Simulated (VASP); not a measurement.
# F (C2/m) in VASP: further runs

The runs below take F through single point, with PBEsol.

Everything below comes from runs of VASP 6.6.1. Logs are shortened: lines on timing, memory, paths and dates and some standing lists are left out, and cuts for length are marked.

**1. The cell of the first run**

The structure is monoclinic, space group C2/m (No. 12). Conventional cell: a = 6.269 Å, b = 3.592 Å, c = 7.567 Å, α = 90.00°, β = 112.50°, γ = 90.00°. Within 1.9 Å of F (site symmetry m) lie 1 F at 1.41 Å. F (site symmetry m) has 1 F at 1.41 Å within 1.9 Å.

**2. Single point, PBEsol (19.68 Å³/atom)**

File INCAR:

```
ALGO = Normal
EDIFF = 1E-6
ENCUT = 1350
GGA = PS
GGA_COMPAT = False
ISIF = 2
ISMEAR = 0
LASPH = True
LCHARG = False
LREAL = False
LWAVE = False
NBANDS = 22
NELM = 120
PREC = Accurate
SIGMA = 0.05
```

File KPOINTS:

```
k-points
0
Gamma
  4 4 2
```

File POSCAR:

```
F
1.0
    3.1250888338     -1.7960956580     -0.2410338105
    3.1250888338      1.7960956580     -0.2410338105
   -2.3498280761      0.0000000000      7.1928711320
F
4
Direct
    0.0848459664      0.0848459664      0.0940038325
    0.9151540336      0.9151540336      0.9059961675
    0.5015719855      0.5015719855      0.5937195244
    0.4984280145      0.4984280145      0.4062804756
```

Potentials or basis: VASP PAW PBE potentials, release 64 (F_h).

On the command line:

```
$ cat potpaw_PBE.64/F_h/POTCAR > POTCAR
$ mpirun -np 1 vasp_std > vasp.out
```

OUTCAR:

```text
EDIFF = 1E-6
   ENCUT = 1350
   GGA = PS
   ISIF = 2
   ISMEAR = 0
   LASPH = True
   LREAL = False
   NELM = 120
   PREC = Accurate

 ion  position               nearest neighbor table
   1  0.085  0.085  0.094-   2 1.41
   2  0.915  0.915  0.906-   1 1.41
   3  0.502  0.502  0.594-   4 1.41
   4  0.498  0.498  0.406-   3 1.41

  LATTYP: Found a base centered monoclinic cell.
 ALAT       =     6.2687407083
 B/A-ratio  =     0.5730323654
 C/A-ratio  =     1.2070962569
 COS(beta)  =    -0.3827161857

  Lattice vectors:

 A1 = (   3.1250888338,  -1.7960956580,  -0.2410338105)
 A2 = (   3.1250888338,   1.7960956580,  -0.2410338105)
 A3 = (  -2.3498280761,   0.0000000000,   7.1928711320)

Analysis of symmetry for initial positions (statically):
=====================================================================
 Subroutine PRICEL returns:
 Original cell was already a primitive cell.

 Routine SETGRP: Setting up the symmetry group for a
 base centered monoclinic supercell.

 Subroutine GETGRP returns: Found  4 space group operations
 (whereof  4 operations were pure point group operations)
 out of a pool of  4 trial point group operations.

The static configuration has the point symmetry C_2h.

Analysis of symmetry for dynamics (positions and initial velocities):
=====================================================================
 Subroutine PRICEL returns:
 Original cell was already a primitive cell.

 Routine SETGRP: Setting up the symmetry group for a
 base centered monoclinic supercell.

 Subroutine GETGRP returns: Found  4 space group operations
 (whereof  4 operations were pure point group operations)
 out of a pool of  4 trial point group operations.

The dynamic configuration has the point symmetry C_2h.

 Subroutine INISYM returns: Found  4 space group operations
 (whereof  4 operations are pure point group operations),
 and found     1 'primitive' translations

----------------------------------------------------------------------------------------

                                     Primitive cell

  volume of cell :      78.7120

  direct lattice vectors                    reciprocal lattice vectors
     3.125088834 -1.796095658 -0.241033811     0.164131068 -0.278381609  0.053619728
     3.125088834  1.796095658 -0.241033811     0.164131068  0.278381609  0.053619728
    -2.349828076  0.000000000  7.192871132     0.011000096  0.000000000  0.142620146

  length of vectors
     3.612511194  3.612511194  7.566973444     0.327582666  0.327582666  0.143043729

  position of ions in fractional coordinates (direct lattice)
     0.084845966  0.084845966  0.094003833
     0.915154034  0.915154034  0.905996167
     0.501571985  0.501571985  0.593719524
     0.498428014  0.498428014  0.406280476

  ion indices of the primitive-cell ions
   primitive index   ion index
                 1           1
                 2           2
                 3           3
                 4           4

----------------------------------------------------------------------------------------

 KPOINTS: k-points

Automatic generation of k-mesh.
 Grid dimensions read from file:
 generate k-points for:    4    4    2

 Generating k-lattice:

  Cartesian coordinates                     Fractional coordinates (reciprocal lattice)
     0.041032767 -0.069595402  0.013404932     0.250000000 -0.000000000  0.000000000
     0.041032767  0.069595402  0.013404932    -0.000000000  0.250000000  0.000000000
     0.005500048  0.000000000  0.071310073     0.000000000  0.000000000  0.500000000

  Length of vectors
     0.081895667  0.081895667  0.071521864

  Shift w.r.t. Gamma in fractional coordinates (k-lattice)
     0.000000000  0.000000000  0.000000000

 Subroutine IBZKPT returns following result:
 ===========================================

 Found     14 irreducible k-points:

 Following reciprocal coordinates:
            Coordinates               Weight
  0.000000  0.000000  0.000000      1.000000
  0.250000  0.000000  0.000000      4.000000
  0.500000  0.000000  0.000000      2.000000
[... 39 lines left out ...]
  energy-cutoff  :     1350.00
  volume of cell :       78.71
 maximum number of plane-waves:      8880
 NGX is ok and might be reduce to    48
   NGX = 21   NGY = 21   NGZ = 45

 number of electron      28.0000002 magnetization

 Free energy of the ion-electron system (eV)
  ---------------------------------------------------
  ext. energy  EPLUGINS =         0.00000000
  ---------------------------------------------------
  free energy    TOTEN  =        -7.96006892 eV

  energy without entropy =       -7.96006892  energy(sigma->0) =       -7.96006892

 E-fermi :  -5.2287     XC(G=0):  -6.6641

 val. band max:       -5.4664980572   @ k =   0.5000   0.5000   0.0000
 cond. band min:      -2.4956622367   @ k =   0.0000   0.0000   0.0000
 fundamental gap:      2.9708358205
 Fermi energy:        -5.2286903279

 k-point     1 :       0.0000    0.0000    0.0000
  band No.  band energies     occupation
      1     -30.3298      2.00000
      2     -30.1776      2.00000
      3     -23.9827      2.00000
      4     -23.7423      2.00000
      5     -12.0398      2.00000
      6     -11.4901      2.00000
[... 14 lines left out ...]
     21      13.7355      0.00000
     22      14.4646      0.00000

 k-point     2 :       0.2500    0.0000    0.0000
  band No.  band energies     occupation
      1     -30.3102      2.00000
      2     -30.1669      2.00000
      3     -23.9445      2.00000
      4     -23.7649      2.00000
      5     -11.9589      2.00000
      6     -11.5631      2.00000
[... 14 lines left out ...]
     21      11.5358      0.00000
     22      13.1424      0.00000

 k-point     3 :       0.5000    0.0000    0.0000
  band No.  band energies     occupation
      1     -30.2905      2.00000
      2     -30.1563      2.00000
      3     -23.8896      2.00000
      4     -23.8040      2.00000
      5     -11.8026      2.00000
      6     -11.7105      2.00000
[... 14 lines left out ...]
     21      10.3454      0.00000
     22      10.6051      0.00000
[... 226 lines left out ...]
 k-point    13 :      -0.2500    0.2500    0.5000
  band No.  band energies     occupation
      1     -30.2905      2.00000
      2     -30.1563      2.00000
      3     -23.8896      2.00000
      4     -23.8040      2.00000
      5     -11.7989      2.00000
      6     -11.7090      2.00000
[... 14 lines left out ...]
     21      10.7536      0.00000
     22      10.7559      0.00000

 k-point    14 :       0.5000    0.5000    0.5000
  band No.  band energies     occupation
      1     -30.2872      2.00000
      2     -30.1532      2.00000
      3     -23.9008      2.00000
      4     -23.8152      2.00000
      5     -11.8222      2.00000
      6     -11.7327      2.00000
[... 14 lines left out ...]
     21       9.3046      0.00000
     22       9.4580      0.00000

------------------------ aborting loop because EDIFF is reached ----------------------------------------

  FORCE on cell =-STRESS in cart. coord.  units (eV):
  Direction    XX          YY          ZZ          XY          YZ          ZX
  --------------------------------------------------------------------------------------
  -------------------------------------------------------------------------------------
  Total       -0.4025904     -0.2511155     -1.1686455      0.0000000      0.0000000     -0.0622073
  in kB       -8.1946997     -5.1114389    -23.7876987      0.0000000      0.0000000     -1.2662260
  external PRESSURE =     -12.3646124 kB  Pullay stress =       0.0000000 kB

 VOLUME and BASIS-vectors are now :
 -----------------------------------------------------------------------------
  energy-cutoff  :     1350.00
  volume of cell :       78.71
      direct lattice vectors                 reciprocal lattice vectors
     3.125088834 -1.796095658 -0.241033811     0.164131068 -0.278381609  0.053619728
     3.125088834  1.796095658 -0.241033811     0.164131068  0.278381609  0.053619728
    -2.349828076  0.000000000  7.192871132     0.011000096  0.000000000  0.142620146

 POSITION                                       TOTAL-FORCE (eV/Angst)
 -----------------------------------------------------------------------------------
      0.30941      0.00000      0.63526        -0.165573      0.000000     -0.338504
      3.59094      0.00000      6.07555         0.165573      0.000000      0.338504
      1.73978      0.00000      4.02876         0.117079      0.000000     -0.368351
      2.16057      0.00000      2.68205        -0.117079      0.000000      0.368351
 -----------------------------------------------------------------------------------
    total drift:                                0.000000     -0.000000     -0.000000

  FREE ENERGIE OF THE ION-ELECTRON SYSTEM (eV)
  ---------------------------------------------------
  free  energy   TOTEN  =        -7.9600689158 eV

  energy  without entropy=       -7.9600689158  energy(sigma->0) =       -7.96006892
```

Wall time 76 s (1 thread of Intel Xeon Platinum 8559C (Emerald Rapids), shared host); peak memory 0.48 GiB.

Results:

| Property | Result |
| --- | --- |
| Free energy | -7.9601 eV |
| Pressure | -1.2 GPa |
| Largest force | 0.387 eV/Å |
| Band gap on the k mesh | 2.97 eV (least direct gap 3.05 eV) |

Forces in eV/Å, atoms in the order of the input:
```
F   -0.166  0.000 -0.339
F    0.166  0.000  0.339
F    0.117  0.000 -0.368
F   -0.117  0.000  0.368
```

Levels at points of the mesh, in eV from the valence-band top:
```
           k point  band 10  band 11  band 12  band 13  band 14  band 15  band 16  band 17  band 18  band 19
(0.00, 0.00, 0.00)    -3.40    -0.31    -0.17    -0.11    -0.08     2.97     3.70     8.61    11.07    11.95
(0.50, 0.00, 0.00)    -3.48    -0.35    -0.27    -0.27    -0.16     3.36     3.44    12.44    12.58    14.08
(0.50, 0.50, 0.00)    -3.45    -0.32    -0.27    -0.18     0.00     3.31     3.44    12.77    12.95    13.11
(0.00, 0.00, 0.50)    -3.40    -0.28    -0.16    -0.16    -0.08     3.28     3.36     9.44     9.46    14.60
(0.50, 0.00, 0.50)    -3.45    -0.45    -0.31    -0.19    -0.06     3.20     3.58    12.35    13.17    13.42
(0.50, 0.50, 0.50)    -3.51    -0.34    -0.23    -0.17    -0.09     3.35     3.44    12.38    12.50    14.53
```

Caveat: the k points lie up to 0.51 Å⁻¹ apart; this functional lacks dispersion, which holds the molecules together, so the pressure and a relaxed volume are unreliable; the PAW data sets were made with another functional, which shifts forces and pressure a little.

**3. Single point, PBEsol (18.76 Å³/atom)**

This run uses another cell than the first one, of 18.76 Å³/atom.

File INCAR:

```
  PREC = Accurate
  ENCUT = 1350
  EDIFF = 1E-6
  ISMEAR = 0
  SIGMA = 0.05
  LREAL = F
  LASPH = T
  NELM = 120
  ALGO = Normal
  ISIF = 2
  LWAVE = F
  LCHARG = T
  GGA = PS
  LELF = T
  LVHAR = T
  NBANDS = 22
  GGA_COMPAT = F
```

File KPOINTS:

```
Automatic mesh
0
Gamma
  4 4 2
```

File POSCAR:

```
F
1.0
    2.9783613687     -1.7961871511     -0.2297169226
    2.9783613687      1.7961871511     -0.2297169226
   -2.2142317686      0.0000000000      7.1827699476
F
4
Direct
    0.0848459664      0.0848459664      0.0940038325
    0.9151540336      0.9151540336      0.9059961675
    0.5015719855      0.5015719855      0.5937195244
    0.4984280145      0.4984280145      0.4062804756
```

Potentials or basis: VASP PAW PBE potentials, release 64 (F_h).

On the command line:

```
$ cat potpaw_PBE.64/F_h/POTCAR > POTCAR
$ mpirun -np 1 vasp_std > vasp.out
```

Run time: 55 s. Hardware: 1 thread of AMD EPYC 9R45 (Zen 5), shared host; peak memory 0.36 GiB.

The run converged. Its results:

```
Free energy            : -7.9641 eV
Pressure               : -0.6 GPa
Largest force          : 0.072 eV/Å
Band gap on the k mesh : 3.03 eV (least direct gap 3.11 eV)
```

Forces on the atoms (eV/Å):
```
F   -0.030  0.000 -0.054
F    0.030  0.000  0.054
F    0.017  0.000 -0.070
F   -0.017  0.000  0.070
```

Stress tensor (GPa, compression positive):
```
-0.49  0.00 -0.01
 0.00 -0.50  0.00
-0.01  0.00 -0.79
```

Levels at points of the mesh, in eV from the valence-band top:
| k point | band 11 | band 12 | band 13 | band 14 | band 15 | band 16 | band 17 | band 18 |
| --- | --- | --- | --- | --- | --- | --- | --- | --- |
| (0.00, 0.00, 0.00) | -0.30 | -0.17 | -0.10 | -0.08 | 3.03 | 3.85 | 8.66 | 11.08 |
| (0.50, 0.00, 0.00) | -0.38 | -0.29 | -0.27 | -0.16 | 3.47 | 3.56 | 12.57 | 12.72 |
| (0.50, 0.50, 0.00) | -0.35 | -0.30 | -0.20 | 0.00 | 3.41 | 3.57 | 12.97 | 13.38 |
| (0.00, 0.00, 0.50) | -0.27 | -0.17 | -0.15 | -0.08 | 3.37 | 3.47 | 9.49 | 9.51 |
| (0.50, 0.00, 0.50) | -0.48 | -0.31 | -0.19 | -0.06 | 3.28 | 3.72 | 12.47 | 13.35 |
| (0.50, 0.50, 0.50) | -0.38 | -0.26 | -0.19 | -0.10 | 3.47 | 3.56 | 12.71 | 12.85 |

Caveat: the k points lie up to 0.52 Å⁻¹ apart; this functional lacks dispersion, which holds the molecules together, so the pressure and a relaxed volume are unreliable; the PAW data sets were made with another functional, which shifts forces and pressure a little. A k mesh can miss the band edges.

**4. Single point, PBEsol (20.60 Å³/atom)**

This run uses another cell than the first one, of 20.60 Å³/atom.

Edit INCAR of step 3 so:

```diff
@@ -11,6 +11,4 @@
   LWAVE = F
-  LCHARG = T
+  LCHARG = F
   GGA = PS
-  LELF = T
-  LVHAR = T
   NBANDS = 22
```

KPOINTS is that of step 3.

File POSCAR:

```
F
1.0
    3.3116943004     -1.7851662119     -0.2554264339
    3.3116943004      1.7851662119     -0.2554264339
   -2.5255136535      0.0000000000      7.1637549414
F
4
Direct
    0.0848459664      0.0848459664      0.0940038325
    0.9151540336      0.9151540336      0.9059961675
    0.5015719855      0.5015719855      0.5937195244
    0.4984280145      0.4984280145      0.4062804756
```

On the command line:

```
$ cat potpaw_PBE.64/F_h/POTCAR > POTCAR
$ mpirun -np 1 vasp_std > vasp.out
```

Wall time 86 s (1 thread of Intel Xeon Platinum 8488C (Sapphire Rapids), shared host); peak memory 0.47 GiB.

The run converged. Its results:

* Free energy: -7.9543 eV
* Pressure: -1.5 GPa
* Largest force: 0.542 eV/Å
* Band gap on the k mesh: 2.97 eV (least direct gap 3.05 eV)

Forces on the atoms (eV/Å):
```
F   -0.242  0.000 -0.478
F    0.242  0.000  0.478
F    0.180  0.000 -0.511
F   -0.180  0.000  0.511
```

Stress tensor (GPa, compression positive):
```
-1.01  0.00 -0.17
 0.00 -0.50  0.00
-0.17  0.00 -3.00
```

Levels at points of the mesh, in eV from the valence-band top:
```
           k point  band 11  band 12  band 13  band 14  band 15  band 16  band 17  band 18
(0.00, 0.00, 0.00)    -0.33    -0.15    -0.12    -0.08     2.97     3.60     8.54    11.07
(0.50, 0.00, 0.00)    -0.33    -0.27    -0.26    -0.16     3.31     3.38    12.33    12.46
(0.50, 0.50, 0.00)    -0.29    -0.23    -0.16     0.00     3.28     3.36    12.47    12.52
(0.00, 0.00, 0.50)    -0.28    -0.18    -0.15    -0.08     3.23     3.30     9.39     9.40
(0.50, 0.00, 0.50)    -0.43    -0.31    -0.19    -0.06     3.18     3.50    12.25    13.00
(0.50, 0.50, 0.50)    -0.31    -0.21    -0.15    -0.08     3.30     3.37    11.98    12.09
```

Caveat: the k points lie up to 0.51 Å⁻¹ apart; this functional lacks dispersion, which holds the molecules together, so the pressure and a relaxed volume are unreliable; the PAW data sets were made with another functional, which shifts forces and pressure a little.

**5. Single point, PBEsol (21.06 Å³/atom)**

This run uses another cell than the first one, of 21.06 Å³/atom.

File INCAR:

```
SYSTEM = F
  PREC = Accurate
  ENCUT = 1350
  EDIFF = 1E-6
  ISMEAR = 0
  SIGMA = 0.05
  LREAL = .FALSE.
  LASPH = .TRUE.
  NELM = 120
  ALGO = Normal
  ISIF = 2
  LWAVE = .FALSE.
  LCHARG = .FALSE.
  GGA = PS
  NBANDS = 22
  GGA_COMPAT = .FALSE.
```

File KPOINTS:

```
regular mesh
0
G
  4 4 2
  0 0 0
```

File POSCAR:

```
F
1.0
    3.3722611164     -1.7887900693     -0.2600978693
    3.3722611164      1.7887900693     -0.2600978693
   -2.5803897193      0.0000000000      7.1821343397
F
4
Direct
    0.0848459664      0.0848459664      0.0940038325
    0.9151540336      0.9151540336      0.9059961675
    0.5015719855      0.5015719855      0.5937195244
    0.4984280145      0.4984280145      0.4062804756
```

On the command line:

```
$ cat potpaw_PBE.64/F_h/POTCAR > POTCAR
$ mpirun -np 1 vasp_std > vasp.out
```

Run time: 71 s. Hardware: 1 thread of Intel Xeon 6975P-C (Granite Rapids), shared host; peak memory 0.46 GiB.

The run converged. Its results:

```yaml
Free_energy: -7.9446 eV
Pressure: -1.9 GPa
Largest_force: 0.754 eV/Å
Band_gap_on_the_k_mesh: 2.92 eV (least direct gap 2.99 eV)
```

Forces in eV/Å, atoms in the order of the input:
```
F   -0.343  0.000 -0.665
F    0.343  0.000  0.665
F    0.253  0.000 -0.710
F   -0.253  0.000  0.710
```

Stress tensor (GPa, compression positive):
```
-1.21  0.00 -0.23
 0.00 -0.50  0.00
-0.23  0.00 -3.92
```

Levels at points of the mesh, in eV from the valence-band top:
```tsv
k point	band 10	band 11	band 12	band 13	band 14	band 15	band 16	band 17	band 18	band 19
(0.00, 0.00, 0.00)	-3.31	-0.33	-0.15	-0.11	-0.08	2.92	3.51	8.53	11.07	11.89
(0.50, 0.00, 0.00)	-3.43	-0.32	-0.26	-0.26	-0.16	3.24	3.30	12.29	12.41	13.91
(0.50, 0.50, 0.00)	-3.33	-0.28	-0.22	-0.15	0.00	3.20	3.28	12.35	12.45	12.64
(0.00, 0.00, 0.50)	-3.31	-0.27	-0.18	-0.14	-0.08	3.16	3.22	9.38	9.39	14.63
(0.50, 0.00, 0.50)	-3.38	-0.42	-0.30	-0.18	-0.06	3.12	3.41	12.21	12.94	13.24
(0.50, 0.50, 0.50)	-3.37	-0.29	-0.20	-0.14	-0.08	3.22	3.29	11.87	11.97	14.03
```

Caveat: the k points lie up to 0.51 Å⁻¹ apart; this functional lacks dispersion, which holds the molecules together, so the pressure and a relaxed volume are unreliable; the PAW data sets were made with another functional, which shifts forces and pressure a little. A k mesh can miss the band edges.

**6. Summary**

| cell | gap on the mesh (eV) | pressure (GPa) | largest force (eV/Å) |
| --- | --- | --- | --- |
| a = 3.613, b = 3.613, c = 7.567 Å, angles 109.4, 109.4, 59.6°, 4 atoms | 2.97 | -1.2 | 0.39 |
| a = 3.486, b = 3.486, c = 7.516 Å, angles 108.3, 108.3, 62.0°, 4 atoms | 3.03 | -0.6 | 0.07 |
| a = 3.771, b = 3.771, c = 7.596 Å, angles 110.8, 110.8, 56.5°, 4 atoms | 2.97 | -1.5 | 0.54 |
| a = 3.826, b = 3.826, c = 7.632 Å, angles 111.2, 111.2, 55.7°, 4 atoms | 2.92 | -1.9 | 0.75 |

Alike in all rows: task single point; level PBEsol; potentials or basis VASP PAW PBE potentials, release 64 (F_h); no spin polarisation; k mesh 4 × 4 × 2; cutoff (eV) 1350; smearing gaussian 0.05 eV.

Caveats: all runs use coarse meshes; this functional lacks dispersion, which holds the molecules together, so the pressure and a relaxed volume are unreliable; the PAW data sets were made with another functional, which shifts forces and pressure a little.

Total energies depend on the potentials used, so only differences within one code and one set of settings carry meaning.
